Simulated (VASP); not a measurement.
# Co (P6_3/mmc) in VASP: notebook

The runs below take Co through single point, with PBE.

Everything below comes from runs of VASP 6.6.1. Logs are shortened: lines on timing, memory, paths and dates and some standing lists are left out, and cuts for length are marked.

## Step 1: The cell of the first run

It takes space group P6_3/mmc (No. 194, hexagonal). The conventional cell has a = 2.519 Å, b = 2.519 Å, c = 4.091 Å, α = 90.00°, β = 90.00°, γ = 120.00°. Within 3.3 Å of Co (site symmetry -6m2) lie 12 Co at 2.51 to 2.52 Å.

## Step 2: Single point, PBE, collinear spin, ferromagnetic start

INCAR reads:

```
  ALGO = Normal
  EDIFF = 1E-6
  ENCUT = 520
  GGA = PE
  ISIF = 2
  ISMEAR = 0
  ISPIN = 2
  LASPH = True
  LCHARG = True
  LELF = True
  LMAXMIX = 4
  LORBIT = 11
  LREAL = False
  LVHAR = True
  LWAVE = False
  MAGMOM = 3 3
  NBANDS = 20
  NELM = 150
  PREC = Accurate
  SIGMA = 0.1
```

KPOINTS reads:

```
k-points
0
Gamma
  9 9 4
```

POSCAR reads:

```
Co
1.0
    2.5190008694      0.0000000000      0.0000000000
   -1.2595004347      2.1815187451      0.0000000000
    0.0000000000      0.0000000000      4.0910000000
Co
2
Direct
    0.3333333333      0.6666666667      0.2500000000
    0.6666666667      0.3333333333      0.7500000000
```

Potentials or basis: VASP PAW PBE potentials, release 64 (Co).

Launch:

```bash
> cat potpaw_PBE.64/Co/POTCAR > POTCAR
> mpirun -np 1 vasp_std > vasp.out
```

OUTCAR:

```text
EDIFF = 1E-6
   ENCUT = 520
   GGA = PE
   ISIF = 2
   ISMEAR = 0
   ISPIN = 2
   LASPH = True
   LORBIT = 11
   LREAL = False
   NELM = 150
   PREC = Accurate

 ion  position               nearest neighbor table
   1  0.333  0.667  0.250-   2 2.51   2 2.51   2 2.51   2 2.51   2 2.51   2 2.51
   2  0.667  0.333  0.750-   1 2.51   1 2.51   1 2.51   1 2.51   1 2.51   1 2.51

  LATTYP: Found a hexagonal cell.
 ALAT       =     2.5190008694
 C/A-ratio  =     1.6240566050

  Lattice vectors:

 A1 = (   2.5190008694,   0.0000000000,   0.0000000000)
 A2 = (  -1.2595004347,   2.1815187451,   0.0000000000)
 A3 = (   0.0000000000,   0.0000000000,   4.0910000000)

Analysis of symmetry for initial positions (statically):
=====================================================================
 Subroutine PRICEL returns:
 Original cell was already a primitive cell.

 Routine SETGRP: Setting up the symmetry group for a
 hexagonal supercell.

 Subroutine GETGRP returns: Found 24 space group operations
 (whereof 12 operations were pure point group operations)
 out of a pool of 24 trial point group operations.

The static configuration has the point symmetry D_3d.
 The point group associated with its full space group is D_6h.

Analysis of symmetry for dynamics (positions and initial velocities):
=====================================================================
 Subroutine PRICEL returns:
 Original cell was already a primitive cell.

 Routine SETGRP: Setting up the symmetry group for a
 hexagonal supercell.

 Subroutine GETGRP returns: Found 24 space group operations
 (whereof 12 operations were pure point group operations)
 out of a pool of 24 trial point group operations.

The dynamic configuration has the point symmetry D_3d.
 The point group associated with its full space group is D_6h.

Analysis of structural, dynamic, and magnetic symmetry:
=====================================================================
 Subroutine PRICEL returns:
 Original cell was already a primitive cell.

 Routine SETGRP: Setting up the symmetry group for a
 hexagonal supercell.

 Subroutine GETGRP returns: Found 24 space group operations
 (whereof 12 operations were pure point group operations)
 out of a pool of 24 trial point group operations.

The overall configuration has the point symmetry D_3d.
 The point group associated with its full space group is D_6h.

 Subroutine INISYM returns: Found 24 space group operations
 (whereof 12 operations are pure point group operations),
 and found     1 'primitive' translations

----------------------------------------------------------------------------------------

                                     Primitive cell

  volume of cell :      22.4811

  direct lattice vectors                    reciprocal lattice vectors
     2.519000869  0.000000000  0.000000000     0.396982793  0.229198122  0.000000000
    -1.259500435  2.181518745  0.000000000     0.000000000  0.458396244  0.000000000
     0.000000000  0.000000000  4.091000000     0.000000000  0.000000000  0.244439012

  length of vectors
     2.519000869  2.519000869  4.091000000     0.458396244  0.458396244  0.244439012

  position of ions in fractional coordinates (direct lattice)
     0.333333333  0.666666667  0.250000000
     0.666666667  0.333333333  0.750000000

  ion indices of the primitive-cell ions
   primitive index   ion index
                 1           1
                 2           2

----------------------------------------------------------------------------------------

 KPOINTS: k-points

Automatic generation of k-mesh.
 Grid dimensions read from file:
 generate k-points for:    9    9    4

 Generating k-lattice:

  Cartesian coordinates                     Fractional coordinates (reciprocal lattice)
     0.044109199  0.025466458  0.000000000     0.111111111  0.000000000  0.000000000
     0.000000000  0.050932916  0.000000000     0.000000000  0.111111111  0.000000000
     0.000000000  0.000000000  0.061109753     0.000000000  0.000000000  0.250000000

  Length of vectors
     0.050932916  0.050932916  0.061109753

  Shift w.r.t. Gamma in fractional coordinates (k-lattice)
     0.000000000  0.000000000  0.000000000

 Subroutine IBZKPT returns following result:
 ===========================================

 Found     36 irreducible k-points:

 Following reciprocal coordinates:
            Coordinates               Weight
  0.000000  0.000000  0.000000      1.000000
  0.111111  0.000000  0.000000      6.000000
  0.222222  0.000000  0.000000      6.000000
  0.333333 -0.000000  0.000000      6.000000
  0.444444  0.000000  0.000000      6.000000
  0.111111  0.111111  0.000000      6.000000
[... 16 lines left out ...]
  0.333333  0.222222  0.250000     24.000000
  0.333333  0.333333  0.250000      4.000000
 [... further k-points ...]
   k-points           NKPTS =     36   k-points in BZ     NKDIM =     36   number of bands    NBANDS=     20
   number of dos      NEDOS =    301   number of ions     NIONS =      2
   total plane-waves  NPLWV =  12000
   dimension x,y,z NGX =    20 NGY =   20 NGZ =   30
   dimension x,y,z NGXF=    40 NGYF=   40 NGZF=   60
   ions per type =               2
   NGX,Y,Z   is equivalent  to a cutoff of  13.20, 13.20, 12.19 a.u.
   NGXF,Y,Z  is equivalent  to a cutoff of  26.40, 26.40, 24.38 a.u.
 SYSTEM =  unknown system
   PREC   = accura    normal or accurate (medium, high low for compatibility)
   ISTART =      0    job   : 0-new  1-cont  2-samecut
   ICHARG =      2    charge: 1-file 2-atom 10-const
   ISPIN  =      2    spin polarized calculation?
   LNONCOLLINEAR =      F non collinear calculations
   LSORBIT =      F    spin-orbit coupling
   LASPH  =      T    aspherical Exc in radial PAW
   ENCUT  =  520.0 eV  38.22 Ry    6.18 a.u.   4.68  4.68  7.61*2*pi/ulx,y,z
   NELM   =    150;   NELMIN=  2; NELMDL= -5     # of ELM steps
   EDIFF  = 0.1E-05   stopping-criterion for ELM
   LREAL  =      F    real-space projection
[... 7 lines left out ...]
   TEBEG  =    0.0;   TEEND  =   0.0 temperature during run
   PSTRESS=    0.0 pullay stress
   NELECT =      18.0000    total number of electrons
   NUPDOWN=      -1.0000    fix difference up-down
   EMIN   =  10.00;   EMAX   =-10.00  energy-range for DOS
   EFERMI =   0.00;   METHOD = LEGACY
   ISMEAR =     0;   SIGMA  =   0.10  broadening in eV -4-tet -1-fermi 0-gaus
   EFERMI_NEDOS =   21; number of points for ismear=-14 and -15
   IALGO  =     38    algorithm
   IMIX   =      4    mixing-type and parameters
     AMIX     =   0.40;   BMIX     =  1.00
     AMIX_MAG =   1.60;   BMIX_MAG =  1.00
  volume/ion in A,a.u.               =      11.24        75.85
  Fermi-wavevector in a.u.,A,eV,Ry     =   1.520174  2.872713 31.442115  2.310930
  Thomas-Fermi vector in A             =   2.629061
   LORBIT       =     11    0 simple, 1 ext, 2 COOP (PROOUT), +10 PAW based schemes
   GGA     = PE    functional components
   LHFCALC =     F    Hartree Fock is set to
   AEXX    =    0.0000 exact exchange contribution
   IVDW    =     0    specifies the selected vdW correction
   LEPSILON=     F    determine dielectric tensor
   LRPA    =     F    only Hartree local field effects (RPA)
 spin polarized calculation
 Gauss-broadening in eV      SIGMA  =   0.10
  energy-cutoff  :      520.00
  volume of cell :       22.48
 maximum number of plane-waves:       621
 NGX is ok and might be reduce to    20
   NGX =  9   NGY =  9   NGZ = 15

 number of electron      18.0000005 magnetization       3.2001529

 Free energy of the ion-electron system (eV)
  ---------------------------------------------------
  ext. energy  EPLUGINS =         0.00000000
  ---------------------------------------------------
  free energy    TOTEN  =       -14.03860486 eV

  energy without entropy =      -14.02901670  energy(sigma->0) =      -14.03381078

 E-fermi :   9.7735     XC(G=0): -13.1961

 val. band max:        9.7544624888   @ k =   0.3333  -0.0000   0.5000
 cond. band min:       9.7944717790   @ k =   0.1111   0.1111   0.0000
 fundamental gap:      0.0400092902
 Fermi energy:         9.7734528807

 spin component 1

 k-point     1 :       0.0000    0.0000    0.0000
  band No.  band energies     occupation
      1       1.0598      1.00000
      2       4.8074      1.00000
      3       7.2021      1.00000
      4       7.2537      1.00000
      5       7.2537      1.00000
      6       7.5432      1.00000
[... 12 lines left out ...]
     19      35.1300      0.00000
     20      35.1300      0.00000

 k-point     2 :       0.1111    0.0000    0.0000
  band No.  band energies     occupation
      1       1.4792      1.00000
      2       5.0508      1.00000
      3       6.9410      1.00000
      4       7.4145      1.00000
      5       7.4431      1.00000
      6       7.5158      1.00000
[... 12 lines left out ...]
     19      35.6310      0.00000
     20      38.4032      0.00000

 k-point     3 :       0.2222    0.0000    0.0000
  band No.  band energies     occupation
      1       2.6517      1.00000
      2       5.5204      1.00000
      3       6.5698      1.00000
      4       6.6463      1.00000
      5       7.2511      1.00000
      6       7.5079      1.00000
[... 12 lines left out ...]
     19      34.3443      0.00000
     20      37.8223      0.00000

 k-point     4 :       0.3333   -0.0000    0.0000
  band No.  band energies     occupation
      1       4.1743      1.00000
      2       5.5179      1.00000
      3       5.8627      1.00000
      4       6.7366      1.00000
      5       7.2636      1.00000
      6       7.3535      1.00000
[... 429 lines left out ...]
 k-point    23 :       0.3333    0.2222    0.2500
  band No.  band energies     occupation
      1       5.4401      1.00000
      2       5.9359      1.00000
      3       5.9864      1.00000
      4       6.3740      1.00000
      5       6.8874      1.00000
      6       7.3114      1.00000
[... 12 lines left out ...]
     19      31.5632      0.00000
     20      37.4016      0.00000

 k-point    24 :       0.3333    0.3333    0.2500
  band No.  band energies     occupation
      1       5.8220      1.00000
      2       6.0223      1.00000
      3       6.0223      1.00000
      4       6.2944      1.00000
      5       6.9499      1.00000
      6       6.9499      1.00000
[... 12 lines left out ...]
     19      28.5124      0.00000
     20      38.8592      0.00000

 [... further k-points ...]

 spin component 2

 k-point     1 :       0.0000    0.0000    0.0000
  band No.  band energies     occupation
      1       1.0539      1.00000
      2       5.7331      1.00000
      3       8.8210      1.00000
      4       8.8576      1.00000
      5       8.8576      1.00000
      6       9.1975      1.00000
[... 12 lines left out ...]
     19      35.4099      0.00000
     20      35.4099      0.00000

 k-point     2 :       0.1111    0.0000    0.0000
  band No.  band energies     occupation
      1       1.4754      1.00000
      2       6.0140      1.00000
      3       8.4862      1.00000
      4       8.6788      1.00000
      5       9.0405      1.00000
      6       9.0666      1.00000
[... 12 lines left out ...]
     19      35.5565      0.00000
     20      38.6728      0.00000

 k-point     3 :       0.2222    0.0000    0.0000
  band No.  band energies     occupation
      1       2.6711      1.00000
      2       6.6139      1.00000
      3       7.6985      1.00000
      4       8.0523      1.00000
      5       8.8043      1.00000
      6       9.2219      1.00000
[... 12 lines left out ...]
     19      34.4211      0.00000
     20      37.9820      0.00000

 k-point     4 :       0.3333   -0.0000    0.0000
  band No.  band energies     occupation
      1       4.3625      1.00000
      2       6.7571      1.00000
      3       7.0542      1.00000
      4       7.8740      1.00000
      5       8.8690      1.00000
      6       8.9403      1.00000
[... 429 lines left out ...]
 k-point    23 :       0.3333    0.2222    0.2500
  band No.  band energies     occupation
      1       6.4905      1.00000
      2       6.9507      1.00000
      3       7.2100      1.00000
      4       7.5896      1.00000
      5       8.3613      1.00000
      6       8.6073      1.00000
[... 12 lines left out ...]
     19      31.7874      0.00000
     20      37.5025      0.00000

 k-point    24 :       0.3333    0.3333    0.2500
  band No.  band energies     occupation
      1       7.1056      1.00000
      2       7.1951      1.00000
      3       7.1951      1.00000
      4       7.3049      1.00000
      5       8.3187      1.00000
      6       8.3187      1.00000
[... 12 lines left out ...]
     19      28.8296      0.00000
     20      38.8536      0.00000

 [... further k-points ...]

------------------------ aborting loop because EDIFF is reached ----------------------------------------

  FORCE on cell =-STRESS in cart. coord.  units (eV):
  Direction    XX          YY          ZZ          XY          YZ          ZX
  --------------------------------------------------------------------------------------
  -------------------------------------------------------------------------------------
  Total       -1.1639105     -1.1639105     -0.9994309      0.0000000      0.0000000      0.0000000
  in kB      -82.9494312    -82.9494312    -71.2273209      0.0000000      0.0000000      0.0000000
  external PRESSURE =     -79.0420611 kB  Pullay stress =       0.0000000 kB

 VOLUME and BASIS-vectors are now :
 -----------------------------------------------------------------------------
  energy-cutoff  :      520.00
  volume of cell :       22.48
      direct lattice vectors                 reciprocal lattice vectors
     2.519000869  0.000000000  0.000000000     0.396982793  0.229198122  0.000000000
    -1.259500435  2.181518745  0.000000000     0.000000000  0.458396244  0.000000000
     0.000000000  0.000000000  4.091000000     0.000000000  0.000000000  0.244439012

 POSITION                                       TOTAL-FORCE (eV/Angst)
 -----------------------------------------------------------------------------------
     -0.00000      1.45435      1.02275         0.000000     -0.000000      0.000000
      1.25950      0.72717      3.06825        -0.000000      0.000000      0.000000
 -----------------------------------------------------------------------------------
    total drift:                               -0.000000      0.000000     -0.000000

  FREE ENERGIE OF THE ION-ELECTRON SYSTEM (eV)
  ---------------------------------------------------
  free  energy   TOTEN  =       -14.0386048606 eV

  energy  without entropy=      -14.0290167046  energy(sigma->0) =      -14.03381078

 total charge

# of ion       s       p       d       tot
------------------------------------------
    1        0.474   0.488   7.246   8.207
    2        0.474   0.488   7.246   8.207
--------------------------------------------------
tot          0.948   0.975  14.491  16.414

 magnetization (x)

# of ion       s       p       d       tot
------------------------------------------
    1       -0.014  -0.049   1.688   1.625
    2       -0.014  -0.049   1.688   1.625
--------------------------------------------------
tot         -0.028  -0.098   3.376   3.250
```

It took 41 s on 1 thread of Intel Xeon Platinum 8175M at 2.50GHz (Skylake/Cascade Lake), shared host; peak memory 0.15 GiB.

What came out:

* Free energy: -14.0386 eV
* Pressure: -7.9 GPa
* Net moment: 3.20 μB per cell
* Site moments: Co +1.62 μB
* Valence electrons inside the program's atomic spheres: Co 8.21

Caveat: the k points lie up to 0.38 Å⁻¹ apart.

## Step 3: Single point, PBE, collinear spin, ferromagnetic start

This run uses another cell than the first one, of 10.85 Å³/atom, 0.966 times its volume.

INCAR reads:

```
PREC     = Accurate       # precision mode
ENCUT    = 520            # plane-wave cutoff, eV
EDIFF    = 1E-6           # SCF threshold, eV
ISMEAR   = 0              # smearing method
SIGMA    = 0.15           # smearing width, eV
LREAL    = False          # projectors in reciprocal space
LASPH    = True           # aspherical terms in the spheres
NELM     = 150            # most SCF steps
ALGO     = Normal         # electronic algorithm
ISIF     = 2              # what is computed and relaxed
LWAVE    = False          # write WAVECAR
LCHARG   = True           # write CHGCAR
ISPIN    = 2              # spin polarisation
MAGMOM   = 1.86 1.86      # initial moments
LORBIT   = 11             # projections on sites
LMAXMIX  = 4              # l up to which the mixer works
GGA      = PE             # functional
LELF     = True           # ELF
LVHAR    = True         
NBANDS   = 20             # bands
```

KPOINTS reads:

```
Automatic mesh
0
Gamma
  21 21 12
```

POSCAR reads:

```
Co
1.0
    2.4933810334      0.0000000000      0.0000000000
   -1.2466905167      2.1593313163      0.0000000000
    0.0000000000      0.0000000000      4.0322612623
Co
2
Direct
    0.3333333333      0.6666666667      0.2500000000
    0.6666666667      0.3333333333      0.7500000000
```

Potentials or basis: VASP PAW PBE potentials, release 64 (Co).

Launch:

```bash
> cat potpaw_PBE.64/Co/POTCAR > POTCAR
> mpirun -np 1 vasp_std > vasp.out
```

Run time: 1.9 min. Hardware: 1 thread of Intel Xeon 6975P-C (Granite Rapids), shared host; peak memory 0.3 GiB.

Results (log left out):

- Free energy: -14.0800 eV
- Pressure: -0.7 GPa
- Net moment: 3.20 μB per cell
- Site moments: Co +1.62 μB
- Valence electrons inside the program's atomic spheres: Co 8.27

Stress tensor (GPa, compression positive):
```
-0.66  0.00  0.00
 0.00 -0.66  0.00
 0.00  0.00 -0.76
```

Levels at points of the mesh, in eV from the Fermi level:
Spin up:
```
           k point  band 9  band 10  band 11  band 12  band 13  band 14
(0.00, 0.00, 0.00)   -1.93    -0.83    -0.83    -0.06     6.36    21.98
(0.00, 0.00, 0.50)   -1.14    -1.14    -1.14    -1.14    15.03    15.03
```
Spin down:
| k point | band 3 | band 4 | band 5 | band 6 | band 7 | band 8 | band 9 | band 10 | band 11 | band 12 |
| --- | --- | --- | --- | --- | --- | --- | --- | --- | --- | --- |
| (0.00, 0.00, 0.00) | -0.98 | -0.95 | -0.95 | -0.59 | -0.59 | -0.16 | -0.16 | -0.13 | 1.05 | 1.05 |
| (0.00, 0.00, 0.50) | -1.53 | -1.53 | -1.02 | -1.02 | -1.02 | -1.02 | 0.71 | 0.71 | 0.71 | 0.71 |
